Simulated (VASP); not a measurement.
# N (P1) in VASP: single point with PBE+D3(BJ)

Aim: the single point of N with PBE+D3(BJ).

Program: VASP 6.6.1. These are calculated values, not measurements. Logs are shortened: lines on timing, memory, paths and dates and some standing lists are left out, and cuts for length are marked.

### 1 The cell of the first run

The typed cell holds 4 atoms: a = 4.120 Å, b = 4.045 Å, c = 5.351 Å, α = 88.53°, β = 89.34°, γ = 90.45°.

### 2 Single point, PBE+D3(BJ) (atoms moved at random and the cell strained at random)

The input, INCAR:

```
SYSTEM = N
ALGO = Normal ; EDIFF = 1E-6
ENCUT = 520 ; GGA = PE
ISIF = 2 ; ISMEAR = 0
IVDW = 12 ; LASPH = .True.
LCHARG = .True. ; LELF = .True.
LREAL = .False. ; LVHAR = .True.
LWAVE = .False. ; NBANDS = 18
NELM = 60 ; PREC = Accurate
SIGMA = 0.05
```

The input, KPOINTS:

```
k-points
0
Gamma
  6 6 4
  0 0 0
```

The input, POSCAR:

```
N
1.0
    4.1202741175     -0.0160351314      0.0236438879
   -0.0160351314      4.0445110309      0.0524002514
    0.0307506023      0.0681503523      5.3504752734
N
4
Direct
    0.9352496184      0.9132880875     -0.0099685778
    0.5744394664      0.3857024864      0.5344419273
    0.1139727463      0.1108338712     -0.0148145193
    0.3763381689      0.5901755549      0.4903411697
```

Potentials or basis: VASP PAW PBE potentials, release 64 (N).

The run is started by

```bash
$ cat potpaw_PBE.64/N/POTCAR > POTCAR
$ mpirun -np 1 vasp_std > vasp.out
```

OUTCAR:

```text
SYSTEM = N
   EDIFF = 1E-6
   ENCUT = 520
   GGA = PE
   ISIF = 2
   ISMEAR = 0
   IVDW = 12
   LASPH = .True.
   LREAL = .False.
   NELM = 60
   PREC = Accurate
 IVDW          = 12

 ion  position               nearest neighbor table
   1  0.935  0.913  0.990-   3 1.08
   2  0.574  0.386  0.534-   4 1.19
   3  0.114  0.111  0.985-   1 1.08
   4  0.376  0.590  0.490-   2 1.19

  LATTYP: Found a triclinic cell.
 ALAT       =     5.7963709567
 B/A-ratio  =     0.7108539445
 C/A-ratio  =     1.6929956350
 COS(alpha) =     0.0001794216
 COS(beta)  =     0.5851661200
 COS(gamma) =     0.7162838867

  Lattice vectors:

 A1 = (  -4.1363092489,   4.0605461623,   0.0287563635)
 A2 = (  -4.1202741175,   0.0160351314,  -0.0236438879)
 A3 = (  -0.0013196605,   8.1571724141,   5.4552757762)

Analysis of symmetry for initial positions (statically):
=====================================================================
 Subroutine PRICEL returns:
 Original cell was already a primitive cell.

 Routine SETGRP: Setting up the symmetry group for a
 triclinic supercell.

 Subroutine GETGRP returns: Found  1 space group operations
 (whereof  1 operations were pure point group operations)
 out of a pool of  2 trial point group operations.

The static configuration has the point symmetry C_1 .

Analysis of symmetry for dynamics (positions and initial velocities):
=====================================================================
 Subroutine PRICEL returns:
 Original cell was already a primitive cell.

 Routine SETGRP: Setting up the symmetry group for a
 triclinic supercell.

 Subroutine GETGRP returns: Found  1 space group operations
 (whereof  1 operations were pure point group operations)
 out of a pool of  2 trial point group operations.

The dynamic configuration has the point symmetry C_1 .

 Subroutine INISYM returns: Found  1 space group operations
 (whereof  1 operations are pure point group operations),
 and found     1 'primitive' translations

----------------------------------------------------------------------------------------

                                     Primitive cell

  volume of cell :      89.1439

  direct lattice vectors                    reciprocal lattice vectors
[... 89 lines left out ...]
   ENCUT  =  520.0 eV  38.22 Ry    6.18 a.u.   7.66  7.52  9.95*2*pi/ulx,y,z
   NELM   =     60;   NELMIN=  2; NELMDL= -5     # of ELM steps
   EDIFF  = 0.1E-05   stopping-criterion for ELM
   LREAL  =      F    real-space projection
   EDIFFG = 0.1E-04   stopping-criterion for IOM
   NSW    =      0    number of steps for IOM
   IBRION =     -1    ionic relax: 0-MD 1-quasi-New 2-CG
   NFREE  =      0    steps in history (QN), initial steepest desc. (CG)
   ISIF   =      2    stress and relaxation
   ISYM   =      2    0-nonsym 1-usesym 2-fastsym
   POTIM  = 0.5000    time-step for ionic-motion
   TEBEG  =    0.0;   TEEND  =   0.0 temperature during run
   PSTRESS=    0.0 pullay stress
   NELECT =      20.0000    total number of electrons
   NUPDOWN=      -1.0000    fix difference up-down
   EMIN   =  10.00;   EMAX   =-10.00  energy-range for DOS
   EFERMI =   0.00;   METHOD = LEGACY
   ISMEAR =     0;   SIGMA  =   0.05  broadening in eV -4-tet -1-fermi 0-gaus
   EFERMI_NEDOS =   21; number of points for ismear=-14 and -15
   IALGO  =     38    algorithm
   IMIX   =      4    mixing-type and parameters
     AMIX     =   0.40;   BMIX     =  1.00
     AMIX_MAG =   1.60;   BMIX_MAG =  1.00
  volume/ion in A,a.u.               =      22.29       150.39
  Fermi-wavevector in a.u.,A,eV,Ry     =   0.994766  1.879835 13.463776  0.989560
  Thomas-Fermi vector in A             =   2.126740
   LORBIT       =      0    0 simple, 1 ext, 2 COOP (PROOUT), +10 PAW based schemes
   GGA     = PE    functional components
   LHFCALC =     F    Hartree Fock is set to
   AEXX    =    0.0000 exact exchange contribution
   IVDW    =    12    specifies the selected vdW correction
   LEPSILON=     F    determine dielectric tensor
   LRPA    =     F    only Hartree local field effects (RPA)
 non-spin polarized calculation
 Gauss-broadening in eV      SIGMA  =   0.05
  energy-cutoff  :      520.00
  volume of cell :       89.14
 maximum number of plane-waves:      2418
 NGX is ok and might be reduce to    32
   NGX = 15   NGY = 15   NGZ = 19

 number of electron      20.0000000 magnetization

 Free energy of the ion-electron system (eV)
  ---------------------------------------------------
  ext. energy  EPLUGINS =         0.00000000
  ---------------------------------------------------
  free energy    TOTEN  =       -32.87951303 eV

  energy without entropy =      -32.87951303  energy(sigma->0) =      -32.87951303

 E-fermi :  -6.0461     XC(G=0):  -6.5099

 val. band max:       -6.3528746097   @ k =   0.5000   0.5000   0.5000
 cond. band min:      -0.0575061038   @ k =   0.0000   0.0000   0.0000
 fundamental gap:      6.2953685058
 Fermi energy:        -6.0461107095

 k-point     1 :       0.0000    0.0000    0.0000
  band No.  band energies     occupation
      1     -25.1097      2.00000
      2     -23.5027      2.00000
      3     -10.3836      2.00000
      4      -9.5917      2.00000
      5      -8.3858      2.00000
      6      -8.0313      2.00000
[... 481 lines left out ...]
      5      -8.2577      2.00000
      6      -8.2147      2.00000
[... 10 lines left out ...]
     17       8.3395      0.00000
     18       8.7400      0.00000

 [... further k-points ...]

------------------------ aborting loop because EDIFF is reached ----------------------------------------

 Edisp (eV)   -0.22219

 E8    (eV) :    -0.0531

  FORCE on cell =-STRESS in cart. coord.  units (eV):
  Direction    XX          YY          ZZ          XY          YZ          ZX
  --------------------------------------------------------------------------------------
  -------------------------------------------------------------------------------------
  Total      -2.33001    -1.90010    -0.37606     7.68945     1.24061    -1.40659
  in kB     -41.87705   -34.15030    -6.75882   138.20195    22.29747   -25.28052
  external pressure =      -27.60 kB  Pullay stress =        0.00 kB

 VOLUME and BASIS-vectors are now :
 -----------------------------------------------------------------------------
  energy-cutoff  :      520.00
  volume of cell :       89.14
      direct lattice vectors                 reciprocal lattice vectors
     4.120274118 -0.016035131  0.023643888     0.242714191  0.000980515 -0.001407432
    -0.016035131  4.044511031  0.052400251     0.000980515  0.247293446 -0.003155474
     0.030750602  0.068150352  5.350475273    -0.001082163 -0.002426218  0.186936407

 POSITION                                       TOTAL-FORCE (eV/Angst)
 -----------------------------------------------------------------------------------
      3.86928      3.74628      5.36711        -3.567760     -3.848254      0.066339
      2.37710      1.58719      2.89331        -5.871955      5.953728     -1.694005
      0.49812      0.51358      5.27971         3.538204      3.822460     -0.004650
      1.55623      2.41435      2.66338         5.901511     -5.927934      1.632316
 -----------------------------------------------------------------------------------
    total drift:                                0.000043     -0.000085      0.000259

  FREE ENERGIE OF THE ION-ELECTRON SYSTEM (eV)
  ---------------------------------------------------
  free  energy   TOTEN  =       -33.1017020573 eV

  energy  without entropy=      -33.1017020573  energy(sigma->0) =      -33.10170206
```

Run time: 2.5 min. Hardware: 1 thread of Oxide Virtual Turin-like, shared host; peak memory 0.2 GiB.

What came out:

```
Free energy                : -33.1017 eV
Pressure                   : -2.8 GPa
Largest force              : 8.532 eV/Å
Band gap on the k mesh     : 6.30 eV, indirect (least direct gap 6.48 eV)
Dispersion energy per atom : -0.056 eV
```

Forces in eV/Å, atoms in the order of the input:
```
N   -3.568 -3.848  0.066
N   -5.872  5.954 -1.694
N    3.538  3.822 -0.005
N    5.902 -5.928  1.632
```

Caveat: the cell differs from its parent crystal (atoms moved at random and the cell strained at random); the standard files for N, O and F lose accuracy on very short bonds; forces of over 1 eV/Å act on the atoms, so gaps and moduli don't describe the material at rest. A k mesh can miss the band edges.
